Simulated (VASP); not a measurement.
Input of a VASP 6.6.1 run:

File INCAR:

```
SYSTEM = Cs2AgBiBr6
PREC = Accurate ; ENCUT = 520
EDIFF = 1E-6 ; ISMEAR = 0
SIGMA = 0.02 ; LREAL = .FALSE.
LASPH = .TRUE. ; NELM = 80
ALGO = Normal ; ISIF = 2
LWAVE = .FALSE. ; LCHARG = .FALSE.
GGA = PS ; NBANDS = 54
```

The input KPOINTS:

```
regular mesh
0
G
  4 4 4
  0 0 0
```

POSCAR

```
Cs2AgBiBr6
1.0
    0.0000000000      5.5936878059      5.5936878059
    5.5936878059      0.0000000000      5.5936878059
    5.5936878059      5.5936878059      0.0000000000
Cs Ag Bi Br
2 1 1 6
Direct
    0.2500000000      0.2500000000      0.2500000000
    0.7500000000      0.7500000000      0.7500000000
    0.5000000000      0.5000000000      0.5000000000
    0.0000000000      0.0000000000      0.0000000000
    0.2539143111      0.7460856889      0.2539143111
    0.2539143111      0.7460856889      0.7460856889
    0.7460856889      0.2539143111      0.7460856889
    0.7460856889      0.2539143111      0.2539143111
    0.2539143111      0.2539143111      0.7460856889
    0.7460856889      0.7460856889      0.2539143111
```

Potentials or basis: VASP PAW PBE potentials, release 64 (Cs_sv, Ag, Bi_d, Br).

Launch:

```console
$ cat potpaw_PBE.64/Cs_sv/POTCAR potpaw_PBE.64/Ag/POTCAR potpaw_PBE.64/Bi_d/POTCAR potpaw_PBE.64/Br/POTCAR > POTCAR
$ mpirun -np 1 vasp_std > vasp.out
```

(1) What does it give for the band gap on the k mesh?

(2) Estimate the pressure.

(3) What does it give for the largest force?

## Answers

(1) 1.10 eV (least direct gap 2.33 eV).

(2) 0.0 GPa.

(3) 0.006 eV/Å.

Caveat: the PAW data sets were made with another functional, which shifts forces and pressure a little; spin-orbit coupling is left out, which moves the levels of the heavy elements.
